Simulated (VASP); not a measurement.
Input of a VASP 6.6.1 run:

The input INCAR:

```
  PREC = Accurate
  ENCUT = 600
  EDIFF = 1E-6
  ISMEAR = 0
  SIGMA = 0.02
  LREAL = F
  LASPH = T
  NELM = 60
  ALGO = Normal
  ISIF = 3
  LWAVE = F
  LCHARG = F
  GGA = CA
  IBRION = 2
  NSW = 70
  EDIFFG = -0.005
```

The input KPOINTS:

```
regular mesh
0
Gamma
  6 6 8
```

Contents of POSCAR:

```
Si3N4
1.0
    7.6636192821      0.0000000000      0.0000000000
   -3.8318096411      6.6368889832      0.0000000000
    0.0000000000      0.0000000000      2.9264354330
Si N
6 8
Direct
    0.7689127088      0.1750130393      0.2500000000
    0.5938996695      0.7689127088      0.7500000000
    0.8249869607      0.5938996695      0.2500000000
    0.2310872912      0.8249869607      0.7500000000
    0.4061003305      0.2310872912      0.2500000000
    0.1750130393      0.4061003305      0.7500000000
    0.0308339517      0.3300008783      0.2500000000
    0.7008330734      0.0308339517      0.7500000000
    0.6699991217      0.7008330734      0.2500000000
    0.9691660483      0.6699991217      0.7500000000
    0.2991669266      0.9691660483      0.2500000000
    0.3300008783      0.2991669266      0.7500000000
    0.6666666667      0.3333333333      0.2500000000
    0.3333333333      0.6666666667      0.7500000000
```

Potentials or basis: VASP PAW LDA potentials, release 64 (Si, N).

Launch:

```console
$ cat potpaw_LDA.64/Si/POTCAR potpaw_LDA.64/N/POTCAR > POTCAR
$ mpirun -np 1 vasp_std > vasp.out
```

Task: What does it give for the relaxed cell?

Result: a = 7.577 Å, b = 7.577 Å, c = 2.892 Å, α = 90.00°, β = 90.00°, γ = 120.00°.

Task: What does it give for the band gap on the k mesh?

Result: 4.22 eV, indirect (least direct gap 4.41 eV).

Task: Predict the relaxed volume.

Result: 10.27 Å³/atom.

Task: What does it give for the space group after relaxing (to 0.05 Å)?

Result: P6_3/m (No. 176).

Forces on the atoms (eV/Å):
```
Si   0.001 -0.002  0.000
Si   0.002  0.000  0.000
Si   0.001  0.002  0.000
Si  -0.001  0.002  0.000
Si  -0.002  0.000  0.000
Si  -0.001 -0.002  0.000
N    0.000  0.000  0.000
N    0.001  0.000  0.000
N    0.000  0.001  0.000
N    0.000  0.000  0.000
N   -0.001  0.000  0.000
N    0.000 -0.001  0.000
N    0.000  0.000  0.000
N    0.000  0.000  0.000
```

A k mesh can miss the band edges. LDA gaps usually lie below the measured ones, often by a third to a half.
